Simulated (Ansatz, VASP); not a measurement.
## V3H: VASP beside Ansatz

```
V H
1.0
     3.52378    0.00000    0.00000
     0.00000    3.52378    0.00000
     0.00000    0.00000    3.52378
V H
3 1
Direct
  0.00000 0.50000 0.50000
  0.50000 0.00000 0.50000
  0.50000 0.50000 0.00000
  0.00000 0.00000 0.00000
```

Alike in both runs: task relaxation of cell and atoms; functional PBE; k mesh 6 × 6 × 6; occupations gaussian, width 0.1 eV; no spin polarisation.

|  | VASP | Ansatz |
| --- | --- | --- |
| version | VASP 6.6.1 | Ansatz 0.2.0 |
| potentials or method | VASP PAW PBE potentials, release 64 (V_sv, H), cutoff 600 eV | scalar-relativistic, plane waves, PAW |
| valence electrons in the cell | 40 | 40 |

|  | VASP | Ansatz | Ansatz less VASP |
| --- | --- | --- | --- |
| gap on the k mesh at the Fermi level, each at its own relaxed structure (eV) | none | none | - |
| relaxed volume (Å³/atom) | 11.58 | 11.55 | -0.027 |
| relaxed cell length with the largest relative difference (Å) | 3.591 | 3.588 | -0.0028 |

A gap of «none» marks a metal or a gap that the smearing closes.
